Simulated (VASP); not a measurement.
# BAs (F-43m) in VASP: a series of runs

Runs on BAs. Level: PBE. Tasks: single point.

Everything below comes from runs of VASP 6.6.1. Logs are shortened: lines on timing, memory, paths and dates and some standing lists are left out, and cuts for length are marked.

## Step 1: The cell of the first run

Symmetry: F-43m, No. 216, cubic system. The conventional cell has a = 4.711 Å, b = 4.711 Å, c = 4.711 Å, α = 90.00°, β = 90.00°, γ = 90.00°. Within 2.7 Å of B (site symmetry -43m) lie 4 As at 2.04 Å. Within 2.7 Å of As (site symmetry -43m) lie 4 B at 2.04 Å.

## Step 2: Single point, PBE (volume changed by -6%)

Input file INCAR:

```
SYSTEM = BAs
  PREC = Accurate
  ENCUT = 520
  EDIFF = 1E-6
  ISMEAR = 0
  SIGMA = 0.01
  LREAL = .False.
  LASPH = .True.
  NELM = 100
  ALGO = Normal
  ISIF = 2
  LWAVE = .False.
  LCHARG = .False.
  GGA = PE
  NBANDS = 11
```

Input file KPOINTS:

```
regular mesh
0
Gamma
  8 8 8
  0 0 0
```

Input file POSCAR:

```
BAs
1.0
    0.0000000000      2.3555373569      2.3555373569
    2.3555373569      0.0000000000      2.3555373569
    2.3555373569      2.3555373569      0.0000000000
B As
1 1
Direct
    0.0000000000      0.0000000000      0.0000000000
    0.2500000000      0.2500000000      0.2500000000
```

Potentials or basis: VASP PAW PBE potentials, release 64 (B, As).

The run is started by

```bash
cat potpaw_PBE.64/B/POTCAR potpaw_PBE.64/As/POTCAR > POTCAR
mpirun -np 1 vasp_std > vasp.out
```

OUTCAR:

```text
SYSTEM = BAs
   PREC = Accurate
   ENCUT = 520
   EDIFF = 1E-6
   ISMEAR = 0
   LREAL = .False.
   LASPH = .True.
   NELM = 100
   ISIF = 2
   GGA = PE

 ion  position               nearest neighbor table
   1  0.000  0.000  0.000-   2 2.04   2 2.04   2 2.04   2 2.04
   2  0.250  0.250  0.250-   1 2.04   1 2.04   1 2.04   1 2.04

  LATTYP: Found a face centered cubic cell.
 ALAT       =     4.7110747138

  Lattice vectors:

 A1 = (   0.0000000000,   2.3555373569,   2.3555373569)
 A2 = (   2.3555373569,   0.0000000000,   2.3555373569)
 A3 = (   2.3555373569,   2.3555373569,   0.0000000000)

Analysis of symmetry for initial positions (statically):
=====================================================================
 Subroutine PRICEL returns:
 Original cell was already a primitive cell.

 Routine SETGRP: Setting up the symmetry group for a
 face centered cubic supercell.

 Subroutine GETGRP returns: Found 24 space group operations
 (whereof 24 operations were pure point group operations)
 out of a pool of 48 trial point group operations.

The static configuration has the point symmetry T_d .

Analysis of symmetry for dynamics (positions and initial velocities):
=====================================================================
 Subroutine PRICEL returns:
 Original cell was already a primitive cell.

 Routine SETGRP: Setting up the symmetry group for a
 face centered cubic supercell.

 Subroutine GETGRP returns: Found 24 space group operations
 (whereof 24 operations were pure point group operations)
 out of a pool of 48 trial point group operations.

The dynamic configuration has the point symmetry T_d .

 Subroutine INISYM returns: Found 24 space group operations
 (whereof 24 operations are pure point group operations),
 and found     1 'primitive' translations

----------------------------------------------------------------------------------------

                                     Primitive cell

  volume of cell :      26.1397

  direct lattice vectors                    reciprocal lattice vectors
     0.000000000  2.355537357  2.355537357    -0.212265791  0.212265791  0.212265791
     2.355537357  0.000000000  2.355537357     0.212265791 -0.212265791  0.212265791
     2.355537357  2.355537357  0.000000000     0.212265791  0.212265791 -0.212265791

  length of vectors
     3.331232877  3.331232877  3.331232877     0.367655135  0.367655135  0.367655135

  position of ions in fractional coordinates (direct lattice)
     0.000000000  0.000000000  0.000000000
     0.250000000  0.250000000  0.250000000

  ion indices of the primitive-cell ions
   primitive index   ion index
                 1           1
                 2           2

----------------------------------------------------------------------------------------

 KPOINTS: regular mesh

Automatic generation of k-mesh.
 Grid dimensions read from file:
 generate k-points for:    8    8    8

 Generating k-lattice:

  Cartesian coordinates                     Fractional coordinates (reciprocal lattice)
    -0.026533224  0.026533224  0.026533224     0.125000000  0.000000000  0.000000000
     0.026533224 -0.026533224  0.026533224     0.000000000  0.125000000  0.000000000
     0.026533224  0.026533224 -0.026533224     0.000000000  0.000000000  0.125000000

  Length of vectors
     0.045956892  0.045956892  0.045956892

  Shift w.r.t. Gamma in fractional coordinates (k-lattice)
     0.000000000  0.000000000  0.000000000

 Subroutine IBZKPT returns following result:
 ===========================================

 Found     29 irreducible k-points:

 Following reciprocal coordinates:
            Coordinates               Weight
  0.000000  0.000000  0.000000      1.000000
  0.125000  0.000000  0.000000      8.000000
  0.250000  0.000000  0.000000      8.000000
  0.375000  0.000000  0.000000      8.000000
  0.500000  0.000000  0.000000      4.000000
  0.125000  0.125000  0.000000      6.000000
[... 16 lines left out ...]
  0.500000  0.250000  0.125000     48.000000
 -0.375000  0.250000  0.125000     24.000000
 [... further k-points ...]
   k-points           NKPTS =     29   k-points in BZ     NKDIM =     29   number of bands    NBANDS=     11
   number of dos      NEDOS =    301   number of ions     NIONS =      2
   total plane-waves  NPLWV =  21952
   dimension x,y,z NGX =    28 NGY =   28 NGZ =   28
   dimension x,y,z NGXF=    56 NGYF=   56 NGZF=   56
   ions per type =               1   1
   NGX,Y,Z   is equivalent  to a cutoff of  13.97, 13.97, 13.97 a.u.
   NGXF,Y,Z  is equivalent  to a cutoff of  27.95, 27.95, 27.95 a.u.
 SYSTEM =  BAs
   PREC   = accura    normal or accurate (medium, high low for compatibility)
   ISTART =      0    job   : 0-new  1-cont  2-samecut
   ICHARG =      2    charge: 1-file 2-atom 10-const
   ISPIN  =      1    spin polarized calculation?
   LNONCOLLINEAR =      F non collinear calculations
   LSORBIT =      F    spin-orbit coupling
   LASPH  =      T    aspherical Exc in radial PAW
   ENCUT  =  520.0 eV  38.22 Ry    6.18 a.u.   6.19  6.19  6.19*2*pi/ulx,y,z
   NELM   =    100;   NELMIN=  2; NELMDL= -5     # of ELM steps
   EDIFF  = 0.1E-05   stopping-criterion for ELM
   LREAL  =      F    real-space projection
   EDIFFG = 0.1E-04   stopping-criterion for IOM
   NSW    =      0    number of steps for IOM
   IBRION =     -1    ionic relax: 0-MD 1-quasi-New 2-CG
   NFREE  =      0    steps in history (QN), initial steepest desc. (CG)
   ISIF   =      2    stress and relaxation
   ISYM   =      2    0-nonsym 1-usesym 2-fastsym
   POTIM  = 0.5000    time-step for ionic-motion
   TEBEG  =    0.0;   TEEND  =   0.0 temperature during run
   PSTRESS=    0.0 pullay stress
   NELECT =       8.0000    total number of electrons
   NUPDOWN=      -1.0000    fix difference up-down
   EMIN   =  10.00;   EMAX   =-10.00  energy-range for DOS
   EFERMI =   0.00;   METHOD = LEGACY
   ISMEAR =     0;   SIGMA  =   0.01  broadening in eV -4-tet -1-fermi 0-gaus
   EFERMI_NEDOS =   21; number of points for ismear=-14 and -15
   IALGO  =     38    algorithm
   IMIX   =      4    mixing-type and parameters
     AMIX     =   0.40;   BMIX     =  1.00
     AMIX_MAG =   1.60;   BMIX_MAG =  1.00
  volume/ion in A,a.u.               =      13.07        88.20
  Fermi-wavevector in a.u.,A,eV,Ry     =   1.103244  2.084828 16.560289  1.217147
  Thomas-Fermi vector in A             =   2.239699
   LORBIT       =      0    0 simple, 1 ext, 2 COOP (PROOUT), +10 PAW based schemes
   GGA     = PE    functional components
   LHFCALC =     F    Hartree Fock is set to
   AEXX    =    0.0000 exact exchange contribution
   IVDW    =     0    specifies the selected vdW correction
   LEPSILON=     F    determine dielectric tensor
   LRPA    =     F    only Hartree local field effects (RPA)
 non-spin polarized calculation
 Gauss-broadening in eV      SIGMA  =   0.01
  energy-cutoff  :      520.00
  volume of cell :       26.14
 maximum number of plane-waves:       725
 NGX is ok and might be reduce to    28
   NGX = 13   NGY = 13   NGZ = 13

 number of electron       8.0000000 magnetization

 Free energy of the ion-electron system (eV)
  ---------------------------------------------------
  ext. energy  EPLUGINS =         0.00000000
  ---------------------------------------------------
  free energy    TOTEN  =       -11.35794188 eV

  energy without entropy =      -11.35794188  energy(sigma->0) =      -11.35794188

 E-fermi :   6.6997     XC(G=0): -10.7654

 val. band max:        6.5955738240   @ k =   0.0000   0.0000   0.0000
 cond. band min:       7.7430974706   @ k =   0.3750   0.3750   0.0000
 fundamental gap:      1.1475236466
 Fermi energy:         6.6996772254

 k-point     1 :       0.0000    0.0000    0.0000
  band No.  band energies     occupation
      1      -9.1937      2.00000
      2       6.5956      2.00000
      3       6.5956      2.00000
      4       6.5956      2.00000
      5       9.9254      0.00000
      6       9.9254      0.00000
      7       9.9254      0.00000
      8      11.8192      0.00000
      9      16.3864      0.00000
     10      19.7163      0.00000
     11      19.7163      0.00000

 k-point     2 :       0.1250    0.0000    0.0000
  band No.  band energies     occupation
      1      -8.9277      2.00000
      2       4.5887      2.00000
      3       6.1363      2.00000
      4       6.1363      2.00000
      5      10.1506      0.00000
      6      10.5277      0.00000
      7      10.5277      0.00000
      8      12.9742      0.00000
      9      17.3796      0.00000
     10      18.3177      0.00000
     11      18.3177      0.00000

 k-point     3 :       0.2500    0.0000    0.0000
  band No.  band energies     occupation
      1      -8.1512      2.00000
      2       1.5202      2.00000
      3       5.3973      2.00000
      4       5.3973      2.00000
      5       9.8829      0.00000
      6      11.3404      0.00000
      7      11.3404      0.00000
      8      14.7872      0.00000
      9      17.9337      0.00000
     10      17.9337      0.00000
     11      18.1233      0.00000

 k-point     4 :       0.3750    0.0000    0.0000
  band No.  band energies     occupation
      1      -6.9878      2.00000
      2      -1.1631      2.00000
      3       4.8803      2.00000
      4       4.8803      2.00000
      5       9.6270      0.00000
      6      11.4889      0.00000
      7      11.4889      0.00000
      8      15.5490      0.00000
      9      18.7297      0.00000
     10      19.4797      0.00000
     11      19.4797      0.00000
[... 239 lines left out ...]
 k-point    22 :       0.3750    0.2500    0.1250
  band No.  band energies     occupation
      1      -7.4711      2.00000
      2       1.3041      2.00000
      3       2.7134      2.00000
      4       4.4945      2.00000
      5       9.8679      0.00000
      6      12.0661      0.00000
      7      12.5857      0.00000
      8      14.0019      0.00000
      9      17.5618      0.00000
     10      20.1980      0.00000
     11      21.2186      0.00000

 k-point    23 :       0.5000    0.2500    0.1250
  band No.  band energies     occupation
      1      -6.3454      2.00000
      2      -0.7627      2.00000
      3       1.9900      2.00000
      4       3.7375      2.00000
      5      10.5104      0.00000
      6      11.8009      0.00000
      7      13.2870      0.00000
      8      14.8909      0.00000
      9      18.2409      0.00000
     10      20.2430      0.00000
     11      22.4833      0.00000

 k-point    24 :      -0.3750    0.2500    0.1250
  band No.  band energies     occupation
      1      -5.5656      2.00000
      2      -1.9659      2.00000
      3       1.8768      2.00000
      4       3.3806      2.00000
      5      10.6278      0.00000
      6      11.4785      0.00000
      7      14.2861      0.00000
      8      15.8753      0.00000
      9      17.1384      0.00000
     10      21.0580      0.00000
     11      22.1464      0.00000

 [... further k-points ...]

------------------------ aborting loop because EDIFF is reached ----------------------------------------

  FORCE on cell =-STRESS in cart. coord.  units (eV):
  Direction    XX          YY          ZZ          XY          YZ          ZX
  --------------------------------------------------------------------------------------
  -------------------------------------------------------------------------------------
  Total        1.6388075      1.6388075      1.6388075      0.0000000     -0.0000000     -0.0000000
  in kB      100.4473607    100.4473607    100.4473607      0.0000000     -0.0000000     -0.0000000
  external PRESSURE =     100.4473607 kB  Pullay stress =       0.0000000 kB

 VOLUME and BASIS-vectors are now :
 -----------------------------------------------------------------------------
  energy-cutoff  :      520.00
  volume of cell :       26.14
      direct lattice vectors                 reciprocal lattice vectors
     0.000000000  2.355537357  2.355537357    -0.212265791  0.212265791  0.212265791
     2.355537357  0.000000000  2.355537357     0.212265791 -0.212265791  0.212265791
     2.355537357  2.355537357  0.000000000     0.212265791  0.212265791 -0.212265791

 POSITION                                       TOTAL-FORCE (eV/Angst)
 -----------------------------------------------------------------------------------
      0.00000      0.00000      0.00000         0.000000     -0.000000     -0.000000
      1.17777      1.17777      1.17777        -0.000000      0.000000      0.000000
 -----------------------------------------------------------------------------------
    total drift:                               -0.000000     -0.000000     -0.000000

  FREE ENERGIE OF THE ION-ELECTRON SYSTEM (eV)
  ---------------------------------------------------
  free  energy   TOTEN  =       -11.3579418830 eV

  energy  without entropy=      -11.3579418830  energy(sigma->0) =      -11.35794188
```

Wall time 14 s (1 thread of Intel Xeon Platinum 8259CL at 2.50GHz (Skylake/Cascade Lake), shared host); peak memory 0.16 GiB.

What came out:

```
Free energy            : -11.3579 eV
Pressure               : 10.0 GPa
Band gap on the k mesh : 1.15 eV, indirect (least direct gap 3.33 eV)
```

Caveat: the cell differs from its parent crystal (volume changed by -6%).

## Step 3: Single point, PBE (volume changed by -3%)

Input file INCAR:

```
ALGO = Normal
EDIFF = 1E-6
ENCUT = 520
GGA = PE
ISIF = 2
ISMEAR = 0
LASPH = True
LCHARG = False
LREAL = False
LWAVE = False
NBANDS = 11
NELM = 60
PREC = Accurate
SIGMA = 0.01
```

Input file KPOINTS:

```
k-points
0
Gamma
  8 8 8
```

Input file POSCAR:

```
BAs
1.0
    0.0000000000      2.3803343092      2.3803343092
    2.3803343092      0.0000000000      2.3803343092
    2.3803343092      2.3803343092      0.0000000000
B As
1 1
Direct
    0.0000000000      0.0000000000      0.0000000000
    0.2500000000      0.2500000000      0.2500000000
```

Potentials or basis: VASP PAW PBE potentials, release 64 (B, As).

The run is started by

```bash
cat potpaw_PBE.64/B/POTCAR potpaw_PBE.64/As/POTCAR > POTCAR
mpirun -np 1 vasp_std > vasp.out
```

Wall time 15 s (1 thread of Intel Xeon Platinum 8259CL at 2.50GHz (Skylake/Cascade Lake), shared host); peak memory 0.15 GiB.

The run converged. Its results:

| Property | Result |
| --- | --- |
| Free energy | -11.3969 eV |
| Pressure | 5.0 GPa |
| Band gap on the k mesh | 1.18 eV, indirect (least direct gap 3.29 eV) |

Levels at points of the mesh, in eV from the valence-band top:
```
           k point  band 2  band 3  band 4  band 5  band 6  band 7
(0.00, 0.00, 0.00)    0.00    0.00    0.00    3.29    3.29    3.29
(0.50, 0.00, 0.00)   -8.87   -1.84   -1.84    2.75    4.79    4.79
(0.50, 0.50, 0.00)   -8.59   -4.12   -4.12    1.41    1.43   11.47
```

Caveat: the cell differs from its parent crystal (volume changed by -3%).

## Step 4: Single point, PBE

This run uses another cell than the first one, of 13.90 Å³/atom, 1.064 times its volume.

Input file INCAR:

```
  PREC = Accurate
  ENCUT = 520
  EDIFF = 1E-6
  ISMEAR = 0
  SIGMA = 0.01
  LREAL = F
  LASPH = T
  NELM = 100
  ALGO = Normal
  ISIF = 2
  LWAVE = F
  LCHARG = F
  GGA = PE
  NBANDS = 11
```

Input file KPOINTS:

```
Automatic mesh
0
Gamma
  8 8 8
```

Input file POSCAR:

```
BAs
1.0
    0.0000000000      2.4046251125      2.4046251125
    2.4046251125      0.0000000000      2.4046251125
    2.4046251125      2.4046251125      0.0000000000
B As
1 1
Direct
    0.0000000000      0.0000000000      0.0000000000
    0.2500000000      0.2500000000      0.2500000000
```

The run is started by

```bash
cat potpaw_PBE.64/B/POTCAR potpaw_PBE.64/As/POTCAR > POTCAR
mpirun -np 1 vasp_std > vasp.out
```

Run time: 16 s. Hardware: 1 thread of Intel Xeon Platinum 8259CL at 2.50GHz (Skylake/Cascade Lake), shared host; peak memory 0.15 GiB.

The run converged. Its results:

```
Free energy            : -11.4112 eV
Pressure               : 0.6 GPa
Band gap on the k mesh : 1.21 eV, indirect (least direct gap 3.25 eV)
```

Levels at points of the mesh, in eV from the valence-band top:
```csv
k point,band 1,band 2,band 3,band 4,band 5,band 6,band 7,band 8,band 9
"(0.00, 0.00, 0.00)",-15.22,0.00,0.00,0.00,3.25,3.25,3.25,4.43,9.49
"(0.50, 0.00, 0.00)",-12.42,-8.64,-1.79,-1.79,2.57,4.76,4.76,8.82,12.57
"(0.50, 0.50, 0.00)",-11.13,-8.42,-4.00,-4.00,1.45,1.46,11.17,11.17,12.69
```

(Continued in part 2 of 2.)
